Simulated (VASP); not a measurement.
# Rh (Fm-3m) in VASP: settings compared, part 2 of 2

VASP 6.6.1. The steps go on from the part before.

**3. Single point, PBE**

This run uses another cell than the first one, of 14.22 Å³/atom, 0.981 times its volume.

Input file INCAR:

```
SYSTEM = Rh
ALGO = Normal
EDIFF = 1E-6
ENCUT = 520
GGA = PE
ISIF = 2
ISMEAR = -1
LASPH = .True.
LCHARG = .False.
LREAL = .False.
LWAVE = .False.
NBANDS = 14
NELM = 60
PREC = Accurate
SIGMA = 0.05
```

Input file KPOINTS:

```
k-points
0
Gamma
  12 12 12
  0 0 0
```

Input file POSCAR:

```
Rh
1.0
    0.0000000000      1.9228245745      1.9228245745
    1.9228245745      0.0000000000      1.9228245745
    1.9228245745      1.9228245745      0.0000000000
Rh
1
Direct
    0.0000000000      0.0000000000      0.0000000000
```

Potentials or basis: VASP PAW PBE potentials, release 64 (Rh_pv).

Command:

```bash
$ cat potpaw_PBE.64/Rh_pv/POTCAR > POTCAR
$ mpirun -np 1 vasp_std > vasp.out
```

OUTCAR:

```text
SYSTEM = Rh
   EDIFF = 1E-6
   ENCUT = 520
   GGA = PE
   ISIF = 2
   ISMEAR = -1
   LASPH = .True.
   LREAL = .False.
   NELM = 60
   PREC = Accurate

 ion  position               nearest neighbor table
   1  0.000  0.000  0.000-

  LATTYP: Found a face centered cubic cell.
 ALAT       =     3.8456491490

  Lattice vectors:

 A1 = (   0.0000000000,   1.9228245745,   1.9228245745)
 A2 = (   1.9228245745,   0.0000000000,   1.9228245745)
 A3 = (   1.9228245745,   1.9228245745,   0.0000000000)

Analysis of symmetry for initial positions (statically):
[... 33 lines left out ...]
                                     Primitive cell

  volume of cell :      14.2183

  direct lattice vectors                    reciprocal lattice vectors
     0.000000000  1.922824575  1.922824575    -0.260034122  0.260034122  0.260034122
     1.922824575  0.000000000  1.922824575     0.260034122 -0.260034122  0.260034122
     1.922824575  1.922824575  0.000000000     0.260034122  0.260034122 -0.260034122

  length of vectors
     2.719284591  2.719284591  2.719284591     0.450392311  0.450392311  0.450392311

  position of ions in fractional coordinates (direct lattice)
     0.000000000  0.000000000  0.000000000

  ion indices of the primitive-cell ions
   primitive index   ion index
                 1           1

----------------------------------------------------------------------------------------

 KPOINTS: k-points

Automatic generation of k-mesh.
 Grid dimensions read from file:
 generate k-points for:   12   12   12

 Generating k-lattice:

  Cartesian coordinates                     Fractional coordinates (reciprocal lattice)
    -0.021669510  0.021669510  0.021669510     0.083333333  0.000000000  0.000000000
     0.021669510 -0.021669510  0.021669510     0.000000000  0.083333333  0.000000000
     0.021669510  0.021669510 -0.021669510     0.000000000  0.000000000  0.083333333

  Length of vectors
     0.037532693  0.037532693  0.037532693

[... 70 lines left out ...]
   IALGO  =     38    algorithm
   IMIX   =      4    mixing-type and parameters
     AMIX     =   0.40;   BMIX     =  1.00
     AMIX_MAG =   1.60;   BMIX_MAG =  1.00
  volume/ion in A,a.u.               =      14.22        95.95
  Fermi-wavevector in a.u.,A,eV,Ry     =   1.666565  3.149351 37.789350  2.777439
  Thomas-Fermi vector in A             =   2.752739
   LORBIT       =      0    0 simple, 1 ext, 2 COOP (PROOUT), +10 PAW based schemes
   GGA     = PE    functional components
   LHFCALC =     F    Hartree Fock is set to
   AEXX    =    0.0000 exact exchange contribution
   IVDW    =     0    specifies the selected vdW correction
   LEPSILON=     F    determine dielectric tensor
   LRPA    =     F    only Hartree local field effects (RPA)
 non-spin polarized calculation
  energy-cutoff  :      520.00
  volume of cell :       14.22
 maximum number of plane-waves:       392
   NGX = 11   NGY = 11   NGZ = 11

 number of electron      15.0000000 magnetization

 Free energy of the ion-electron system (eV)
  ---------------------------------------------------
  ext. energy  EPLUGINS =         0.00000000
  ---------------------------------------------------
  free energy    TOTEN  =        -7.26374053 eV

  energy without entropy =       -7.25462252  energy(sigma->0) =       -7.25918152

 E-fermi :  11.2982     XC(G=0): -13.8190

 val. band max:       11.2241421277   @ k =  -0.3333   0.3333   0.0000
 cond. band min:      11.3271004801   @ k =   0.3333   0.1667   0.0000
 fundamental gap:      0.1029583525
 Fermi energy:        11.2982430104

 k-point     1 :       0.0000    0.0000    0.0000
  band No.  band energies     occupation
      1     -35.0460      2.00000
      2     -35.0460      2.00000
      3     -35.0460      2.00000
      4       3.5845      2.00000
      5       8.3637      2.00000
      6       8.3637      2.00000
      7       8.3637      2.00000
      8      10.3381      2.00000
      9      10.3381      2.00000
     10      27.3134      0.00000
     11      31.8844      0.00000
     12      32.5829      0.00000
     13      32.5829      0.00000
     14      32.5829      0.00000
[... 377 lines left out ...]
      1     -35.6364      2.00000
      2     -35.2547      2.00000
      3     -35.1608      2.00000
      4       6.1509      2.00000
      5       7.7423      2.00000
      6       8.9325      2.00000
      7       9.3348      2.00000
      8      11.5239      0.02168
      9      15.2951      0.00000
     10      19.7187      0.00000
     11      27.1333      0.00000
     12      29.9350      0.00000
     13      31.4833      0.00000
     14      31.8873      0.00000

 [... further k-points ...]
[... 5 lines left out ...]
  --------------------------------------------------------------------------------------
  -------------------------------------------------------------------------------------
  Total       -0.2704828     -0.2704828     -0.2704828      0.0000000      0.0000000      0.0000000
  in kB      -30.4790388    -30.4790388    -30.4790388      0.0000000      0.0000000      0.0000000
  external PRESSURE =     -30.4790388 kB  Pullay stress =       0.0000000 kB

 VOLUME and BASIS-vectors are now :
 -----------------------------------------------------------------------------
  energy-cutoff  :      520.00
  volume of cell :       14.22
      direct lattice vectors                 reciprocal lattice vectors
     0.000000000  1.922824575  1.922824575    -0.260034122  0.260034122  0.260034122
     1.922824575  0.000000000  1.922824575     0.260034122 -0.260034122  0.260034122
     1.922824575  1.922824575  0.000000000     0.260034122  0.260034122 -0.260034122

 POSITION                                       TOTAL-FORCE (eV/Angst)
 -----------------------------------------------------------------------------------
      0.00000      0.00000      0.00000        -0.000000      0.000000     -0.000000
 -----------------------------------------------------------------------------------
    total drift:                                0.000000     -0.000000      0.000000

  FREE ENERGIE OF THE ION-ELECTRON SYSTEM (eV)
  ---------------------------------------------------
  free  energy   TOTEN  =        -7.2637405274 eV

  energy  without entropy=       -7.2546225195  energy(sigma->0) =       -7.25918152
```

OSZICAR:

```text
N       E                     dE             d eps       ncg     rms          rms(c)
DAV:   1     0.118614672841E+03    0.11861E+03   -0.89196E+03  2016   0.114E+03
DAV:   2    -0.625248288657E+01   -0.12487E+03   -0.11907E+03  2238   0.337E+02
DAV:   3    -0.777041639956E+01   -0.15179E+01   -0.15157E+01  2388   0.411E+01
DAV:   4    -0.777610207183E+01   -0.56857E-02   -0.56854E-02  2340   0.258E+00
DAV:   5    -0.777615394450E+01   -0.51873E-04   -0.51873E-04  2442   0.218E-01    0.930E+00
DAV:   6    -0.728145428128E+01    0.49470E+00   -0.84309E-01  2136   0.128E+01    0.312E+00
DAV:   7    -0.726717370982E+01    0.14281E-01   -0.17130E-02  2298   0.147E+00    0.152E+00
DAV:   8    -0.726384326289E+01    0.33304E-02   -0.30222E-03  2172   0.733E-01    0.157E-01
DAV:   9    -0.726373964564E+01    0.10362E-03   -0.76680E-05  2154   0.119E-01    0.117E-02
DAV:  10    -0.726374052743E+01   -0.88178E-06   -0.33881E-06  2286   0.226E-02
   1 F= -.72637405E+01 E0= -.72591815E+01  d E =-.911801E-02
```

Run time: 8.7 s. Hardware: 1 thread of Intel Xeon Platinum 8259CL at 2.50GHz (Skylake/Cascade Lake), shared host; peak memory 0.13 GiB.

Results:

```yaml
Free_energy: -7.2637 eV
Pressure: -3.0 GPa
```

**4. Single point, PBE**

Input file INCAR:

```
SYSTEM = Rh
ALGO = Normal
EDIFF = 1E-6
ENCUT = 520
GGA = PE
ISIF = 2
ISMEAR = -1
LASPH = .TRUE.
LCHARG = .FALSE.
LREAL = .FALSE.
LWAVE = .FALSE.
NBANDS = 14
NELM = 100
PREC = Accurate
SIGMA = 0.05
```

Input file KPOINTS:

```
k-points
0
G
  12 12 12
  0 0 0
```

Input file POSCAR:

```
Rh
1.0
    0.0000000000      1.9350721950      1.9350721950
    1.9350721950      0.0000000000      1.9350721950
    1.9350721950      1.9350721950      0.0000000000
Rh
1
Direct
    0.0000000000      0.0000000000      0.0000000000
```

Command:

```bash
$ cat potpaw_PBE.64/Rh_pv/POTCAR > POTCAR
$ mpirun -np 1 vasp_std > vasp.out
```

It took 9.9 s on 1 thread of Intel Xeon Platinum 8259CL at 2.50GHz (Skylake/Cascade Lake), shared host; peak memory 0.13 GiB.

It converged, with:

```yaml
Free_energy: -7.2547 eV
Pressure: -7.5 GPa
```

Levels at points of the mesh, in eV from the Fermi level:
```
           k point  band 3  band 4  band 5  band 6  band 7  band 8  band 9  band 10  band 11  band 12
(0.00, 0.00, 0.00)  -46.31   -7.57   -2.85   -2.85   -2.85   -0.93   -0.93    16.02    20.65    21.18
(0.50, 0.00, 0.00)  -46.39   -5.70   -2.91   -2.91    0.50    0.50    0.80     8.11    15.51    20.65
(0.50, 0.50, 0.00)  -46.53   -5.84   -5.50    0.47    0.88    0.88    3.20    11.61    13.01    13.01
```

**5. Single point, r2SCAN**

This run uses another cell than the first one, of 12.85 Å³/atom, 0.887 times its volume.

Input file POSCAR:

```
Rh
1.0
    0.0000000000      1.8591074964      1.8591074964
    1.8591074964      0.0000000000      1.8591074964
    1.8591074964      1.8591074964      0.0000000000
Rh
1
Direct
    0.0000000000      0.0000000000      0.0000000000
```

Input file INCAR.step1:

```
PREC = Accurate
ENCUT = 520
ISMEAR = -1
SIGMA = 0.05
LREAL = F
LASPH = T
NELM = 60
NBANDS = 14
GGA = PE
ALGO = Normal
EDIFF = 1E-4
LWAVE = T
LCHARG = F
```

Input file INCAR.step2:

```
PREC = Accurate
ENCUT = 520
EDIFF = 1E-6
ISMEAR = -1
SIGMA = 0.05
LREAL = F
LASPH = T
NELM = 60
ALGO = Normal
ISIF = 2
LWAVE = F
LCHARG = T
METAGGA = R2SCAN
LMIXTAU = T
LELF = T
LVHAR = T
NBANDS = 14
ISTART = 1
```

Input file KPOINTS:

```
regular mesh
0
Gamma
  12 12 12
```

Command:

```bash
$ cat potpaw_PBE.64/Rh_pv/POTCAR > POTCAR
$ cp INCAR.step1 INCAR
$ mpirun -np 1 vasp_std > vasp.out
$ cp INCAR.step2 INCAR
$ mpirun -np 1 vasp_std > vasp.out
```

Wall time 40 s (1 thread of Intel Xeon Platinum 8259CL at 2.50GHz (Skylake/Cascade Lake), shared host); peak memory 0.13 GiB.

It converged, with:

```
Free energy : -24.0802 eV
Pressure    : 23.3 GPa
```

Levels at points of the mesh, in eV from the Fermi level:
| k point | band 5 | band 6 | band 7 | band 8 | band 9 | band 10 |
| --- | --- | --- | --- | --- | --- | --- |
| (0.00, 0.00, 0.00) | -3.56 | -3.56 | -3.56 | -1.21 | -1.21 | 16.63 |
| (0.50, 0.00, 0.00) | -3.68 | -3.68 | 0.63 | 0.63 | 0.82 | 9.82 |
| (0.50, 0.50, 0.00) | -6.87 | 0.56 | 1.14 | 1.14 | 3.58 | 13.77 |

Caveat: the PAW data sets were made with another functional, which shifts forces and pressure a little.

**6. Summary**

| level | potentials or basis | cell | gap on the mesh (eV) | pressure (GPa) |
| --- | --- | --- | --- | --- |
| LDA | VASP PAW LDA potentials, release 64 (Rh_pv) | a = 2.737 Å, angles 60.0°, 1 atom | none | -22.5 |
| PBE | VASP PAW PBE potentials, release 64 (Rh_pv) | a = 2.719 Å, angles 60.0°, 1 atom | none | -3.0 |
| PBE | VASP PAW PBE potentials, release 64 (Rh_pv) | a = 2.737 Å, angles 60.0°, 1 atom | none | -7.5 |
| r2SCAN | VASP PAW PBE potentials, release 64 (Rh_pv) | a = 2.629 Å, angles 60.0°, 1 atom | none | 23.3 |

Alike in all rows: task single point; no spin polarisation; k mesh 12 × 12 × 12; cutoff (eV) 520; smearing fermi-dirac 0.05 eV.

Caveats: the PAW data sets were made with another functional, which shifts forces and pressure a little (some runs).

Absolute energies hang on the potentials; compare differences alone.
